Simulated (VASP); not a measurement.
Runs of VASP 6.6.1 on BAs. The structure is that of space group F-43m (No. 216), or close to it. The cells are those of the table. 

```csv
cell,gap on the mesh (eV),pressure (GPa)
"a = 3.321 Å, angles 60.0°, 2 atoms",1.14,11.7
"a = 3.406 Å, angles 60.0°, 2 atoms",1.21,0.0
"a = 3.291 Å, angles 60.0°, 2 atoms",1.11,16.7
"a = 3.433 Å, angles 60.0°, 2 atoms",1.23,-3.0
"a = 3.349 Å, angles 60.0°, 2 atoms",1.16,(a)
"a = 3.460 Å, angles 60.0°, 2 atoms",(b),-5.7
"a = 3.487 Å, angles 60.0°, 2 atoms",1.28,-8.0
"a = 3.261 Å, angles 60.0°, 2 atoms",1.08,22.4
```

Alike in all rows: task single point; level PBE; potentials or basis VASP PAW PBE potentials, release 64 (B, As); no spin polarisation; k mesh 8 × 8 × 8; cutoff (eV) 520; smearing gaussian 0.01 eV.

Question: Fill in the values left out.

Answer: (a) 7.3; (b) 1.26.

A k mesh can miss the band edges, and the runs leave out spin-orbit coupling on As.
